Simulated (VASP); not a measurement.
Here is a VASP 6.6.1 calculation.

Contents of INCAR:

```
PREC = Accurate
ENCUT = 600
EDIFF = 1E-7
ISMEAR = 0
SIGMA = 0.1
LREAL = F
LASPH = T
NELM = 150
ALGO = Normal
ISIF = 3
LWAVE = F
LCHARG = F
ISPIN = 2
MAGMOM = 2.18 0 0
LORBIT = 11
LMAXMIX = 4
GGA = PE
IBRION = 2
NSW = 80
EDIFFG = -0.01
```

Contents of KPOINTS:

```
regular mesh
0
Gamma
  12 12 12
```

File POSCAR:

```
VSi2
1.0
    3.9183863211      0.0000000000      0.0000000000
   -1.9591931606      3.3934220959      0.0000000000
    0.0000000000      0.0000000000      3.5037137297
V Si
1 2
Direct
    0.0000000000      0.0000000000      0.0000000000
    0.3333333333      0.6666666667      0.5000000000
    0.6666666667      0.3333333333      0.5000000000
```

Potentials or basis: VASP PAW PBE potentials, release 64 (V_sv, Si).

Launch:

```console
$ cat potpaw_PBE.64/V_sv/POTCAR potpaw_PBE.64/Si/POTCAR > POTCAR
$ mpirun -np 1 vasp_std > vasp.out
```

Predict the net moment.

0.00 μB per cell.

What does it give for the relaxed volume?

13.11 Å³/atom.

Estimate the relaxed cell.

a = 4.268 Å, b = 4.268 Å, c = 2.493 Å, α = 90.00°, β = 90.00°, γ = 120.00°.

Predict the space group after relaxing (to 0.1 Å).

P6/mmm (No. 191).

Final structure:
```xyz
3
Lattice="4.2678 0.0000 0.0000 -2.1339 3.6960 0.0000 0.0000 0.0000 2.4925" Properties=species:S:1:pos:R:3 pbc="T T T"
V     0.0000    0.0000    0.0000
Si    0.0000    2.4640    1.2463
Si    2.1339    1.2320    1.2463
```

Caveat: the volume moved by over 15 % at a fixed basis, so the end points are rough; the moments typed at the start vanished in this run.
